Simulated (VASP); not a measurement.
## Sc12H (a cell with a defect): single point with PBEsol

Sc12H (a cell with a defect):

```
Sc H
1.0
     6.62000    0.00000    0.00000
    -4.96500    8.59963    0.00000
     0.00000    0.00000    5.27614
Sc H
12 1
Cartesian
  -0.0072 0.0054 0.0123
  -0.0081 1.9057 2.6458
  -1.6504 2.8561 0.0003
  -1.6516 4.7732 2.6555
  -3.3061 5.7315 0.0193
  -3.3041 7.6467 2.6702
  3.3262 0.0048 0.0091
  3.3247 1.9049 2.6426
  1.6572 2.8637 -0.0157
  1.6584 4.7789 2.6350
  0.0036 5.7368 -0.0007
  0.0032 7.6542 2.6547
  4.9698 0.9550 3.9666
```

```json
{
  "Program": "VASP 6.6.1",
  "Task": "single point",
  "Functional": "PBEsol",
  "Potentials or basis": "VASP PAW PBE potentials, release 64 (Sc_sv, H)",
  "Cutoff": "520 eV",
  "k mesh": "3 × 2 × 3",
  "Occupations": "gaussian, width 0.1 eV",
  "Spin": "no spin polarisation"
}
```

* Pressure: -3.1 GPa
* Largest force: 0.006 eV/Å
* Band gap on the k mesh: zero (an odd number of electrons rules out a gap without spin polarisation)

Forces on the atoms (eV/Å):
```
Sc   0.005  0.000  0.003
Sc   0.002 -0.001  0.001
Sc   0.001 -0.001  0.000
Sc   0.002  0.003  0.000
Sc   0.002  0.000  0.000
Sc  -0.001 -0.002  0.001
Sc  -0.003  0.001 -0.001
Sc  -0.003  0.001 -0.003
Sc   0.000  0.001  0.000
Sc  -0.001 -0.001  0.001
Sc  -0.001 -0.002  0.000
Sc  -0.001  0.000  0.001
H   -0.001  0.000 -0.002
```

Stress tensor (GPa, compression positive):
```
-2.70  0.02  0.03
 0.02 -2.72  0.01
 0.03  0.01 -3.81
```

Levels at points of the mesh, in eV from the Fermi level:
```
           k point  band 64  band 65  band 66  band 67  band 68  band 69
(0.00, 0.00, 0.00)    -0.49    -0.46    -0.31    -0.30    -0.29     0.06
(0.00, 0.50, 0.00)    -0.53    -0.34    -0.30    -0.29    -0.28    -0.05
```

Run time: 15 min on 1 thread of Intel Xeon 8259CL, on a shared host, peak memory 0.48 GiB.

Caveat: the k points lie up to 0.40 Å⁻¹ apart, too coarse for converged energies and pressures of a metal; the PAW data sets were made with another functional, which shifts forces and pressure a little.
